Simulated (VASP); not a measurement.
# Sb (Im-3m) in VASP: further runs, part 2 of 2

VASP 6.6.1. Earlier steps stand in the parts before.

## Step 4: Single point, PBE

The input, INCAR:

```
SYSTEM = Sb
ALGO = Normal
EDIFF = 1E-6
ENCUT = 520
GGA = PE
ISIF = 2
ISMEAR = 0
LASPH = .TRUE.
LCHARG = .TRUE.
LELF = .TRUE.
LREAL = .FALSE.
LVHAR = .TRUE.
LWAVE = .FALSE.
NBANDS = 8
NELM = 80
PREC = Accurate
SIGMA = 0.013000000000000001
```

The input, KPOINTS:

```
k-points
0
G
  10 10 10
  0 0 0
```

The input, POSCAR:

```
Sb
1.0
   -1.8713408863      1.8713408863      1.8713408863
    1.8713408863     -1.8713408863      1.8713408863
    1.8713408863      1.8713408863     -1.8713408863
Sb
1
Direct
    0.0000000000      0.0000000000      0.0000000000
```

Potentials or basis: VASP PAW PBE potentials, release 64 (Sb).

The run is started by

```sh
$ cat potpaw_PBE.64/Sb/POTCAR > POTCAR
$ mpirun -np 1 vasp_std > vasp.out
```

OUTCAR:

```text
SYSTEM = Sb
   EDIFF = 1E-6
   ENCUT = 520
   GGA = PE
   ISIF = 2
   ISMEAR = 0
   LASPH = .TRUE.
   LREAL = .FALSE.
   NELM = 80
   PREC = Accurate

 ion  position               nearest neighbor table
   1  0.000  0.000  0.000-

  LATTYP: Found a body centered cubic cell.
 ALAT       =     3.7426817726

  Lattice vectors:

 A1 = (  -1.8713408863,   1.8713408863,   1.8713408863)
 A2 = (   1.8713408863,  -1.8713408863,   1.8713408863)
 A3 = (   1.8713408863,   1.8713408863,  -1.8713408863)

Analysis of symmetry for initial positions (statically):
=====================================================================
 Subroutine PRICEL returns:
 Original cell was already a primitive cell.

 Routine SETGRP: Setting up the symmetry group for a
 body centered cubic supercell.

 Subroutine GETGRP returns: Found 48 space group operations
 (whereof 48 operations were pure point group operations)
 out of a pool of 48 trial point group operations.

The static configuration has the point symmetry O_h .

Analysis of symmetry for dynamics (positions and initial velocities):
=====================================================================
 Subroutine PRICEL returns:
 Original cell was already a primitive cell.

 Routine SETGRP: Setting up the symmetry group for a
 body centered cubic supercell.

 Subroutine GETGRP returns: Found 48 space group operations
 (whereof 48 operations were pure point group operations)
 out of a pool of 48 trial point group operations.

The dynamic configuration has the point symmetry O_h .

 Subroutine INISYM returns: Found 48 space group operations
 (whereof 48 operations are pure point group operations),
 and found     1 'primitive' translations

----------------------------------------------------------------------------------------

                                     Primitive cell

  volume of cell :      26.2131

  direct lattice vectors                    reciprocal lattice vectors
    -1.871340886  1.871340886  1.871340886     0.000000000  0.267188092  0.267188092
     1.871340886 -1.871340886  1.871340886     0.267188092  0.000000000  0.267188092
     1.871340886  1.871340886 -1.871340886     0.267188092  0.267188092  0.000000000

  length of vectors
     3.241257493  3.241257493  3.241257493     0.377861023  0.377861023  0.377861023

  position of ions in fractional coordinates (direct lattice)
     0.000000000  0.000000000  0.000000000

  ion indices of the primitive-cell ions
   primitive index   ion index
                 1           1

----------------------------------------------------------------------------------------

 KPOINTS: k-points

Automatic generation of k-mesh.
 Grid dimensions read from file:
 generate k-points for:   10   10   10

 Generating k-lattice:

  Cartesian coordinates                     Fractional coordinates (reciprocal lattice)
     0.000000000  0.026718809  0.026718809     0.100000000  0.000000000  0.000000000
     0.026718809  0.000000000  0.026718809     0.000000000  0.100000000  0.000000000
     0.026718809  0.026718809  0.000000000     0.000000000  0.000000000  0.100000000

  Length of vectors
     0.037786102  0.037786102  0.037786102

  Shift w.r.t. Gamma in fractional coordinates (k-lattice)
     0.000000000  0.000000000  0.000000000

 Subroutine IBZKPT returns following result:
 ===========================================

 Found     47 irreducible k-points:

 Following reciprocal coordinates:
            Coordinates               Weight
  0.000000  0.000000  0.000000      1.000000
  0.100000  0.000000  0.000000     12.000000
  0.200000  0.000000  0.000000     12.000000
  0.300000  0.000000  0.000000     12.000000
  0.400000  0.000000  0.000000     12.000000
  0.500000  0.000000  0.000000      6.000000
[... 16 lines left out ...]
  0.300000  0.300000  0.100000      8.000000
 -0.300000  0.300000  0.100000     24.000000
 [... further k-points ...]
   k-points           NKPTS =     47   k-points in BZ     NKDIM =     47   number of bands    NBANDS=      8
   number of dos      NEDOS =    301   number of ions     NIONS =      1
   total plane-waves  NPLWV =  13824
   dimension x,y,z NGX =    24 NGY =   24 NGZ =   24
   dimension x,y,z NGXF=    48 NGYF=   48 NGZF=   48
   ions per type =               1
   NGX,Y,Z   is equivalent  to a cutoff of  12.31, 12.31, 12.31 a.u.
   NGXF,Y,Z  is equivalent  to a cutoff of  24.62, 24.62, 24.62 a.u.
 SYSTEM =  Sb
   PREC   = accura    normal or accurate (medium, high low for compatibility)
   ISTART =      0    job   : 0-new  1-cont  2-samecut
   ICHARG =      2    charge: 1-file 2-atom 10-const
   ISPIN  =      1    spin polarized calculation?
   LNONCOLLINEAR =      F non collinear calculations
   LSORBIT =      F    spin-orbit coupling
   LASPH  =      T    aspherical Exc in radial PAW
   ENCUT  =  520.0 eV  38.22 Ry    6.18 a.u.   6.03  6.03  6.03*2*pi/ulx,y,z
   NELM   =     80;   NELMIN=  2; NELMDL= -5     # of ELM steps
   EDIFF  = 0.1E-05   stopping-criterion for ELM
   LREAL  =      F    real-space projection
   EDIFFG = 0.1E-04   stopping-criterion for IOM
   NSW    =      0    number of steps for IOM
   IBRION =     -1    ionic relax: 0-MD 1-quasi-New 2-CG
   NFREE  =      0    steps in history (QN), initial steepest desc. (CG)
   ISIF   =      2    stress and relaxation
   ISYM   =      2    0-nonsym 1-usesym 2-fastsym
   POTIM  = 0.5000    time-step for ionic-motion
   TEBEG  =    0.0;   TEEND  =   0.0 temperature during run
   PSTRESS=    0.0 pullay stress
   NELECT =       5.0000    total number of electrons
   NUPDOWN=      -1.0000    fix difference up-down
   EMIN   =  10.00;   EMAX   =-10.00  energy-range for DOS
   EFERMI =   0.00;   METHOD = LEGACY
   ISMEAR =     0;   SIGMA  =   0.01  broadening in eV -4-tet -1-fermi 0-gaus
   EFERMI_NEDOS =   21; number of points for ismear=-14 and -15
   IALGO  =     38    algorithm
   IMIX   =      4    mixing-type and parameters
     AMIX     =   0.40;   BMIX     =  1.00
     AMIX_MAG =   1.60;   BMIX_MAG =  1.00
  volume/ion in A,a.u.               =      26.21       176.89
  Fermi-wavevector in a.u.,A,eV,Ry     =   0.942378  1.780837 12.083018  0.888077
  Thomas-Fermi vector in A             =   2.069982
   LORBIT       =      0    0 simple, 1 ext, 2 COOP (PROOUT), +10 PAW based schemes
   GGA     = PE    functional components
   LHFCALC =     F    Hartree Fock is set to
   AEXX    =    0.0000 exact exchange contribution
   IVDW    =     0    specifies the selected vdW correction
   LEPSILON=     F    determine dielectric tensor
   LRPA    =     F    only Hartree local field effects (RPA)
 non-spin polarized calculation
 Gauss-broadening in eV      SIGMA  =   0.01
  energy-cutoff  :      520.00
  volume of cell :       26.21
 maximum number of plane-waves:       719
   NGX = 13   NGY = 13   NGZ = 13

 number of electron       4.9999999 magnetization

 Free energy of the ion-electron system (eV)
  ---------------------------------------------------
  ext. energy  EPLUGINS =         0.00000000
  ---------------------------------------------------
  free energy    TOTEN  =        -3.88480666 eV

  energy without entropy =       -3.88453718  energy(sigma->0) =       -3.88467192

 E-fermi :   8.7868     XC(G=0): -10.3448

 val. band max:        8.7771298319   @ k =  -0.3000   0.4000   0.1000
 cond. band min:       8.7995421990   @ k =   0.3000   0.1000   0.1000
 fundamental gap:      0.0224123671
 Fermi energy:         8.7868245120

 k-point     1 :       0.0000    0.0000    0.0000
  band No.  band energies     occupation
      1      -4.2465      2.00000
      2      14.5123      0.00000
      3      14.5123      0.00000
      4      14.5123      0.00000
      5      19.4592      0.00000
      6      19.4592      0.00000
      7      19.4592      0.00000
      8      20.6256      0.00000

 k-point     2 :       0.1000    0.0000    0.0000
  band No.  band energies     occupation
      1      -4.0316      2.00000
      2      12.9469      0.00000
      3      13.8366      0.00000
      4      14.3217      0.00000
      5      18.3204      0.00000
      6      18.3999      0.00000
      7      19.9909      0.00000
      8      20.3620      0.00000
[... 221 lines left out ...]
 k-point    23 :       0.3000    0.3000    0.1000
  band No.  band energies     occupation
      1       0.8396      2.00000
      2       5.1294      2.00000
      3       5.1294      2.00000
      4       8.9349      0.00000
      5      20.4199      0.00000
      6      22.2399      0.00000
      7      22.2399      0.00000
      8      24.7399      0.00000

 k-point    24 :      -0.3000    0.3000    0.1000
  band No.  band energies     occupation
      1      -2.1363      2.00000
      2       7.1706      2.00000
      3      10.8361      0.00000
      4      12.2185      0.00000
      5      16.4954      0.00000
      6      17.4062      0.00000
      7      18.6205      0.00000
      8      23.8261      0.00000

 [... further k-points ...]
[... 5 lines left out ...]
  --------------------------------------------------------------------------------------
  -------------------------------------------------------------------------------------
  Total        0.4918448      0.4918448      0.4918448      0.0000000      0.0000000     -0.0000000
  in kB       30.0621462     30.0621462     30.0621462      0.0000000      0.0000000     -0.0000000
  external PRESSURE =      30.0621462 kB  Pullay stress =       0.0000000 kB

 VOLUME and BASIS-vectors are now :
 -----------------------------------------------------------------------------
  energy-cutoff  :      520.00
  volume of cell :       26.21
      direct lattice vectors                 reciprocal lattice vectors
    -1.871340886  1.871340886  1.871340886     0.000000000  0.267188092  0.267188092
     1.871340886 -1.871340886  1.871340886     0.267188092  0.000000000  0.267188092
     1.871340886  1.871340886 -1.871340886     0.267188092  0.267188092  0.000000000

 POSITION                                       TOTAL-FORCE (eV/Angst)
 -----------------------------------------------------------------------------------
      0.00000      0.00000      0.00000         0.000000     -0.000000      0.000000
 -----------------------------------------------------------------------------------
    total drift:                               -0.000000     -0.000000      0.000000

  FREE ENERGIE OF THE ION-ELECTRON SYSTEM (eV)
  ---------------------------------------------------
  free  energy   TOTEN  =        -3.8848066570 eV

  energy  without entropy=       -3.8845371818  energy(sigma->0) =       -3.88467192
```

stdout:

```text
POSCAR found type information on POSCAR Sb
 POSCAR found :  1 types and       1 ions
 scaLAPACK will be used
 LDA part: xc-table for (Slater+PW92), standard interpolation
 POSCAR, INCAR and KPOINTS ok, starting setup
 FFT: planning ... GRIDC
 FFT: planning ... GRID_SOFT
 FFT: planning ... GRID
 WAVECAR not read
 entering main loop
```

Wall time 5.9 s (1 thread of AMD EPYC 7R13 (Zen 3), shared host); peak memory 0.11 GiB.

What came out:

* Free energy: -3.8848 eV
* Pressure: 3.0 GPa

Caveat: spin-orbit coupling is left out, which moves the levels of the heavy elements.

## Step 5: Single point, PBE

The input, INCAR:

```
PREC = Accurate ; ENCUT = 520
EDIFF = 1E-7 ; ISMEAR = 0
SIGMA = 0.014 ; LREAL = False
LASPH = True ; NELM = 80
ALGO = Normal ; ISIF = 2
LWAVE = False ; LCHARG = False
GGA = PE ; NBANDS = 8
```

The input, KPOINTS:

```
Automatic mesh
0
Gamma
  10 10 10
```

POSCAR is that of step 4.

The run is started by

```sh
$ cat potpaw_PBE.64/Sb/POTCAR > POTCAR
$ mpirun -np 1 vasp_std > vasp.out
```

It took 6.8 s on 1 thread of AMD EPYC 7R13 (Zen 3), shared host; peak memory 0.11 GiB.

The run converged. Its results:

| Item | Value |
| --- | --- |
| Free energy | -3.8848 eV |
| Pressure | 3.0 GPa |

Levels at points of the mesh, in eV from the Fermi level:
```csv
k point,band 1,band 2,band 3,band 4,band 5,band 6
"(0.00, 0.00, 0.00)",-13.03,5.73,5.73,5.73,10.67,10.67
"(0.50, 0.00, 0.00)",-8.83,-5.74,1.77,3.85,6.53,6.97
"(0.50, 0.50, 0.50)",-5.44,-2.04,-2.04,-2.04,2.93,2.93
```

Caveat: spin-orbit coupling is left out, which moves the levels of the heavy elements.

## Step 6: Single point, PBE

The input, INCAR:

```
  ALGO = Normal
  EDIFF = 1E-6
  ENCUT = 520
  GGA = PE
  ISIF = 2
  ISMEAR = 0
  LASPH = T
  LCHARG = F
  LREAL = F
  LWAVE = F
  NBANDS = 8
  NELM = 60
  PREC = Accurate
  SIGMA = 0.015
```

The input, KPOINTS:

```
k-points
0
Gamma
  10 10 10
```

POSCAR is that of step 5.

Potentials or basis: VASP PAW PBE potentials, release 64 (Sb).

The run is started by

```sh
$ cat potpaw_PBE.64/Sb/POTCAR > POTCAR
$ mpirun -np 1 vasp_std > vasp.out
```

Wall time 5.5 s (1 thread of AMD EPYC 7R13 (Zen 3), shared host); peak memory 0.11 GiB.

Results (log left out):

| Item | Value |
| --- | --- |
| Free energy | -3.8849 eV |
| Pressure | 3.0 GPa |

Levels at points of the mesh, in eV from the Fermi level:
```tsv
k point	band 1	band 2	band 3	band 4	band 5	band 6	band 7
(0.00, 0.00, 0.00)	-13.03	5.72	5.72	5.72	10.67	10.67	10.67
(0.50, 0.00, 0.00)	-8.83	-5.74	1.77	3.85	6.53	6.97	13.95
(0.50, 0.50, 0.50)	-5.44	-2.04	-2.04	-2.04	2.93	2.93	17.72
```

Caveat: spin-orbit coupling is left out, which moves the levels of the heavy elements.

## Step 7: Overview

```tsv
level	spin	cell	k mesh	smearing	gap on the mesh (eV)	pressure (GPa)
PBEsol	non-collinear, zero start, SOC	a = 3.241 Å, angles 109.5°, 1 atom	8 × 8 × 8	fermi-dirac 0.05 eV	-	-0.7
RPBE+D3(BJ)	off	a = 2.952 Å, angles 109.5°, 1 atom	10 × 10 × 10	fermi-dirac 0.05 eV	none	-0.1
PBE	off	a = 3.241 Å, angles 109.5°, 1 atom	10 × 10 × 10	gaussian 0.013 eV	none	3.0
PBE	off	a = 3.241 Å, angles 109.5°, 1 atom	10 × 10 × 10	gaussian 0.014 eV	none	3.0
PBE	off	a = 3.241 Å, angles 109.5°, 1 atom	10 × 10 × 10	gaussian 0.015 eV	none	3.0
```

Alike in all rows: task single point; potentials or basis VASP PAW PBE potentials, release 64 (Sb); cutoff (eV) 520.

Every run on the cell as given and a fine mesh finds a metal. The pressure there spans -0.7 GPa (PBEsol) to 3.0 GPa (PBE); a positive pressure means that this level wants a larger cell, a negative one a smaller.

Caveats: spin-orbit coupling is left out, which moves the levels of the heavy elements (some runs); the PAW data sets were made with another functional, which shifts forces and pressure a little (some runs); pairwise dispersion overbinds metals, which lowers pressure and volume (some runs).

Total energies depend on the potentials used, so only differences within one code and one set of settings carry meaning.
